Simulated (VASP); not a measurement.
A run of VASP 6.6.1 is set up as follows.

File INCAR:

```
  ALGO = Normal
  EDIFF = 1E-6
  ENCUT = 600
  GGA = LIBXC
  GGA_COMPAT = False
  ISIF = 2
  ISMEAR = -1
  LASPH = True
  LCHARG = False
  LIBXC1 = GGA_X_B88
  LIBXC2 = GGA_C_PBE
  LREAL = False
  LWAVE = False
  NBANDS = 15
  NELM = 120
  PREC = Accurate
  SIGMA = 0.05
```

Contents of KPOINTS:

```
k-points
0
Gamma
  10 10 10
```

Contents of POSCAR:

```
CaO
1.0
    0.0000000000      2.3874239637      2.3874239637
    2.3874239637      0.0000000000      2.3874239637
    2.3874239637      2.3874239637      0.0000000000
Ca O
1 1
Direct
    0.0000000000      0.0000000000      0.0000000000
    0.5000000000      0.5000000000      0.5000000000
```

Potentials or basis: VASP PAW PBE potentials, release 64 (Ca_sv, O).

Launch:

```sh
$ cat potpaw_PBE.64/Ca_sv/POTCAR potpaw_PBE.64/O/POTCAR > POTCAR
$ mpirun -np 1 vasp_std > vasp.out
```

**Question.** Predict the pressure.

**Answer.** 4.3 GPa.

**Question.** What does it give for the band gap on the k mesh?

**Answer.** 3.66 eV (least direct gap 4.03 eV).

Caveat: the cell stands under pressure; the PAW data sets were made with another functional, which shifts forces and pressure a little. A k mesh can miss the band edges.
